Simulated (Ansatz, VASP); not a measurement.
## Ta in VASP and in Ansatz

```
Ta
1.0
    -1.65336    1.65336    1.65336
     1.65336   -1.65336    1.65336
     1.65336    1.65336   -1.65336
Ta
1
Cartesian
  0.0000 0.0000 0.0000
```

Alike in both runs: task single point; functional r2SCAN; k mesh 13 × 13 × 13; occupations gaussian, width 0.6 eV; no spin polarisation.

|  | VASP | Ansatz |
| --- | --- | --- |
| version | VASP 6.6.1 | Ansatz 0.2.0 |
| potentials or method | VASP PAW PBE potentials, release 64 (Ta_pv), cutoff 520 eV | plane waves (500 eV) with PAW, scalar-relativistic |
| valence electrons in the cell | 11 | 13 |

|  | VASP | Ansatz | Ansatz less VASP |
| --- | --- | --- | --- |
| pressure (GPa) | 1.3 | 0.6 | -0.65 |

VASP's potentials were made for PBE, not for r2SCAN. With one functional, cell and mesh, what is left measures potentials, basis and numerics. VASP's potentials hold 11 valence electrons a cell and Ansatz's 13, so a difference there can come from the potentials and not from the codes.

Spin-orbit coupling is off throughout.
